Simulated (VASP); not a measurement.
Sb, 1 atom in the cell. The structure is cubic, space group Pm-3m (No. 221). The conventional cell has a = 3.160 Å, b = 3.160 Å, c = 3.160 Å, α = 90.00°, β = 90.00°, γ = 90.00°. Within 4.2 Å of Sb (site symmetry m-3m) lie 6 Sb at 3.16 Å. This isn't the form of Sb at room conditions, which is rhombohedral.

* Program: VASP 6.6.1
* Task: electric field gradients
* Functional: PBE
* Potentials or basis: VASP PAW PBE potentials, release 64 (Sb)
* Cutoff: 520 eV
* k mesh: 13 × 13 × 13
* Occupations: fermi-dirac, width 0.05 eV
* Spin: non-collinear spin, zero start, spin-orbit coupling
* Starting moments: [[0.0, 0.0, 0.0]] μB
* Dipole correction: no
* Further INCAR settings: ALGO = Normal; EDIFF = 1e-08; NBANDS = 16

Potentials or basis: VASP PAW PBE potentials, release 64 (Sb).

Command:

```sh
$ cat potpaw_PBE.64/Sb/POTCAR > POTCAR
$ mpirun -np 1 vasp_ncl > vasp.out
```

Hardware: 1 thread of Intel(R) Xeon(R) 6975P-C (Granite Rapids), on a shared host.

How long does it take, and how much memory?

Wall time 23 s on 1 thread of Intel(R) Xeon(R) 6975P-C (Granite Rapids) (shared host), peak memory 0.22 GiB. Counts: scf iterations 15, k points 84.
